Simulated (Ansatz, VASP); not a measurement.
# Si2As: VASP beside Ansatz

```
Si As
1.0
     6.65061    0.00000    0.00000
     0.00000    6.65061    0.00000
     0.00000    0.00000    2.53878
Si As
4 2
Direct
  0.87201 0.62799 0.00000
  0.12799 0.37201 0.00000
  0.62799 0.12799 0.00000
  0.37201 0.87201 0.00000
  0.50000 0.50000 0.00000
  0.00000 0.00000 0.00000
```

Alike in both runs: functional PBE; k mesh 6 × 6 × 14; occupations gaussian, width 0.1 eV; no spin polarisation.

Ansatz relaxed the structure, and its values are those at the end. VASP's run is a single point on that final structure, the one shown.

|  | VASP | Ansatz |
| --- | --- | --- |
| version | VASP 6.6.1 | Ansatz 0.2.0 |
| potentials or method | VASP PAW PBE potentials, release 64 (Si, As), cutoff 520 eV | scalar-relativistic, plane waves, PAW |
| valence electrons in the cell | 26 | 46 |

VASP gave:

| Quantity | Value |
| --- | --- |
| gap on the k mesh at the Fermi level (eV) | none |
| pressure (GPa) | 0.1 |
| rms of the force components (eV/Å) | 0.004 |

**Question.** Which values does Ansatz return?

**Answer.** gap on the k mesh at the Fermi level (eV): none; pressure (GPa): 0.0; rms of the force components (eV/Å): 0.000.

A gap of «none» marks a metal or a gap that the smearing closes. VASP's potentials hold 26 valence electrons a cell and Ansatz's 46, so a difference there can come from the potentials and not from the codes.
